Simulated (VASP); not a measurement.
# NiO (Fm-3m) in VASP: notebook, part 2 of 2

VASP 6.6.1.

**4. Relaxation of cell and atoms, PBE, collinear spin, ferromagnetic start, target pressure 20 GPa, at which the enthalpy is minimised**

File INCAR:

```
PREC = Accurate ; ENCUT = 600
EDIFF = 1E-7 ; ISMEAR = -1
SIGMA = 0.05 ; LREAL = False
LASPH = True ; NELM = 150
ALGO = Normal ; ISIF = 3
LWAVE = False ; LCHARG = False
ISPIN = 2 ; MAGMOM = 1 0
LORBIT = 11 ; LMAXMIX = 4
GGA = PE ; IBRION = 2
NSW = 60 ; EDIFFG = -0.01
PSTRESS = 200.0
```

File KPOINTS:

```
Automatic mesh
0
Gamma
  11 11 11
```

File POSCAR:

```
NiO
1.0
    0.0000000000      2.0859016414      2.0859016414
    2.0859016414      0.0000000000      2.0859016414
    2.0859016414      2.0859016414      0.0000000000
Ni O
1 1
Direct
    0.0000000000      0.0000000000      0.0000000000
    0.5000000000      0.5000000000      0.5000000000
```

Potentials or basis: VASP PAW PBE potentials, release 64 (Ni, O).

On the command line:

```sh
cat potpaw_PBE.64/Ni/POTCAR potpaw_PBE.64/O/POTCAR > POTCAR
mpirun -np 1 vasp_std > vasp.out
```

OUTCAR:

```text
PREC = Accurate
   ENCUT = 600
   EDIFF = 1E-7
   ISMEAR = -1
   LREAL = False
   LASPH = True
   NELM = 150
   ISIF = 3
   ISPIN = 2
   LORBIT = 11
   GGA = PE
   IBRION = 2
   NSW = 60
   EDIFFG = -0.01
   PSTRESS = 200.0

 ion  position               nearest neighbor table
   1  0.000  0.000  0.000-   2 2.09   2 2.09   2 2.09   2 2.09   2 2.09   2 2.09
   2  0.500  0.500  0.500-   1 2.09   1 2.09   1 2.09   1 2.09   1 2.09   1 2.09

  LATTYP: Found a face centered cubic cell.
 ALAT       =     4.1718032828

  Lattice vectors:

 A1 = (   0.0000000000,   2.0859016414,   2.0859016414)
 A2 = (   2.0859016414,   0.0000000000,   2.0859016414)
 A3 = (   2.0859016414,   2.0859016414,   0.0000000000)

Analysis of symmetry for initial positions (statically):
=====================================================================
 Subroutine PRICEL returns:
 Original cell was already a primitive cell.

 Routine SETGRP: Setting up the symmetry group for a
 face centered cubic supercell.

 Subroutine GETGRP returns: Found 48 space group operations
 (whereof 48 operations were pure point group operations)
 out of a pool of 48 trial point group operations.

The static configuration has the point symmetry O_h .

Analysis of symmetry for dynamics (positions and initial velocities):
=====================================================================
 Subroutine PRICEL returns:
 Original cell was already a primitive cell.

 Routine SETGRP: Setting up the symmetry group for a
 face centered cubic supercell.

 Subroutine GETGRP returns: Found 48 space group operations
 (whereof 48 operations were pure point group operations)
 out of a pool of 48 trial point group operations.

The dynamic configuration has the point symmetry O_h .

Analysis of structural, dynamic, and magnetic symmetry:
=====================================================================
 Subroutine PRICEL returns:
 Original cell was already a primitive cell.

 Routine SETGRP: Setting up the symmetry group for a
[... 151 lines left out ...]
  ---------------------------------------------------
  free energy    TOTEN  =       -11.47557790 eV

  energy without entropy =      -11.46387045  energy(sigma->0) =      -11.46972418

------------------------ aborting loop because EDIFF is reached ----------------------------------------

  FORCE on cell =-STRESS in cart. coord.  units (eV):
  Direction    XX          YY          ZZ          XY          YZ          ZX
  --------------------------------------------------------------------------------------
  -------------------------------------------------------------------------------------
  Total        0.5573227      0.5573227      0.5573227     -0.0000000      0.0000000      0.0000000
  in kB       49.1932913     49.1932913     49.1932913     -0.0000000      0.0000000      0.0000000
  external PRESSURE =    -150.8067087 kB  Pullay stress =     200.0000000 kB
[... 25 lines left out ...]
--------------------------------------- Ionic step        2  -------------------------------------------

 number of electron      16.0000007 magnetization       1.2362511

 E-fermi :  10.0407     XC(G=0): -13.4606

 val. band max:       10.0401092274   @ k =   0.4545   0.2727   0.0909
 cond. band min:      10.0768855064   @ k =  -0.2727   0.2727   0.0000
 fundamental gap:      0.0367762790
 Fermi energy:        10.0406804567

 spin component 1

 k-point     1 :       0.0000    0.0000    0.0000
  band No.  band energies     occupation
      1     -11.8318      1.00000
      2       6.2775      1.00000
      3       6.2775      1.00000
      4       6.2775      1.00000
      5       7.0067      1.00000
      6       7.0068      1.00000
      7       7.1563      1.00000
      8       7.1563      1.00000
      9       7.1563      1.00000
     10      12.2578      0.00000
     11      28.1356      0.00000
     12      29.9103      0.00000
[... 794 lines left out ...]
--------------------------------------- Ionic step        3  -------------------------------------------

 number of electron      15.9999997 magnetization       1.4071663

 Free energy of the ion-electron system (eV)
  ---------------------------------------------------
  ext. energy  EPLUGINS =         0.00000000
  ---------------------------------------------------
  free energy    TOTEN  =       -11.38460458 eV

  energy without entropy =      -11.37229820  energy(sigma->0) =      -11.37845139

 E-fermi :   9.1288     XC(G=0): -13.1181

 val. band max:        9.1268157971   @ k =  -0.3636   0.4545   0.1818
 cond. band min:       9.1458770470   @ k =   0.3636   0.1818   0.0909
 fundamental gap:      0.0190612499
 Fermi energy:         9.1287937951

 spin component 1

 k-point     1 :       0.0000    0.0000    0.0000
  band No.  band energies     occupation
      1     -12.1285      1.00000
      2       5.6446      1.00000
      3       5.6446      1.00000
      4       5.6446      1.00000
      5       6.0678      1.00000
      6       6.0678      1.00000
      7       6.3453      1.00000
      8       6.3454      1.00000
      9       6.3454      1.00000
     10      10.9804      0.00000
     11      27.0785      0.00000
     12      28.5357      0.00000
[... 790 lines left out ...]
  energy  without entropy=      -11.3722981959  energy(sigma->0) =      -11.37845139

  enthalpy is  TOTEN    =        -9.2721374238 eV   P V=        2.1124671582

 reached required accuracy - stopping structural energy minimisation

 total charge

# of ion       s       p       d       tot
------------------------------------------
    1        0.356   0.462   8.333   9.150
    2        1.557   3.449   0.000   5.006
--------------------------------------------------
tot          1.913   3.911   8.333  14.156

 magnetization (x)

# of ion       s       p       d       tot
------------------------------------------
    1        0.011   0.015   1.150   1.177
    2        0.027   0.170   0.000   0.197
--------------------------------------------------
tot          0.038   0.186   1.150   1.374
```

CONTCAR:

```text
NiO
   1.00000000000000
    -0.0000000000000000    2.0377309994344803    2.0377309994344803
     2.0377309994344803   -0.0000000000000000    2.0377309994344803
     2.0377309994344803    2.0377309994344803    0.0000000000000000
  Ni              O
     1     1
Direct
     0.0000000000000000    0.0000000000000000    0.0000000000000000
     0.5000000000000000    0.5000000000000000    0.5000000000000000

  0.00000000E+00  0.00000000E+00  0.00000000E+00
  0.00000000E+00  0.00000000E+00  0.00000000E+00
```

It took 60 s on 1 thread of Intel Xeon Platinum 8259CL at 2.50GHz (Skylake/Cascade Lake), shared host; peak memory 0.17 GiB.

Results:

| Property | Result |
| --- | --- |
| Free energy | -11.3846 eV |
| Relaxed volume | 8.46 Å³/atom |
| Relaxed cell | a = 2.882 Å, b = 2.882 Å, c = 2.882 Å, α = 60.00°, β = 60.00°, γ = 60.00° |
| Space group after relaxing (to 0.05 Å) | Fm-3m (No. 225) |
| Energy change on relaxing (the enthalpy is what falls) | +45.5 meV/atom |
| Ionic steps | 3 |
| Pressure after relaxing | 19.9 GPa |
| Net moment | 1.41 μB per cell |
| Site moments | Ni +1.18; O +0.20 μB |
| Valence electrons inside the program's atomic spheres | Ni 9.15; O 5.01 |

Step by step:
| step | energy change (eV) | largest force (eV/Å) | pressure (GPa) | volume (Å³) |
| --- | --- | --- | --- | --- |
| 1 | 0.0000 | 0.0000 | 4.92 | 18.15 |
| 2 | 0.2505 | 0.0000 | 36.41 | 16.00 |
| 3 | 0.0910 | 0.0000 | 19.86 | 16.92 |

Final structure:
```
Ni O
1.0
     0.00000    2.03773    2.03773
     2.03773    0.00000    2.03773
     2.03773    2.03773    0.00000
Ni O
1 1
Direct
  0.00000 0.00000 0.00000
  0.50000 0.50000 0.50000
```

Levels at points of the mesh, in eV from the Fermi level:
Spin up:
```csv
k point,band 6,band 7,band 8,band 9,band 10,band 11,band 12,band 13
"(0.00, 0.00, 0.00)",-3.06,-2.78,-2.78,-2.78,1.85,17.95,19.41,19.41
```
Spin down:
```tsv
k point	band 3	band 4	band 5	band 6	band 7	band 8	band 9	band 10	band 11	band 12
(0.00, 0.00, 0.00)	-3.10	-3.10	-2.12	-2.12	-2.12	-1.01	-1.01	2.13	17.91	19.60
```

Caveat: the cell is relaxed towards a set pressure, so the enthalpy falls and the energy may rise; a cell with one magnetic atom can't hold antiferromagnetic order, which such compounds often take; semilocal functionals often make such compounds metallic where correlation or magnetic order opens a gap, which also shifts bond lengths. With open d or f shells a metallic result of PBE can be an artefact of self-interaction; +U or a hybrid may open a gap.

**5. The runs side by side**

```csv
cell,gap on the mesh (eV),pressure (GPa),moment (μB)
relaxed to 5 GPa,none,5.1,1.67
relaxed to 10 GPa,none,9.9,1.57
relaxed to 20 GPa,none,19.9,1.41
```

Alike in all rows: task relaxation of cell and atoms; level PBE; potentials or basis VASP PAW PBE potentials, release 64 (Ni, O); spin collinear, ferromagnetic start; k mesh 11 × 11 × 11; cutoff (eV) 600; smearing fermi-dirac 0.05 eV.

Caveats: the cell is relaxed towards a set pressure, so the enthalpy falls and the energy may rise; a cell with one magnetic atom can't hold antiferromagnetic order, which such compounds often take; semilocal functionals often make such compounds metallic where correlation or magnetic order opens a gap, which also shifts bond lengths.

Total energies depend on the potentials used, so only differences within one code and one set of settings carry meaning.
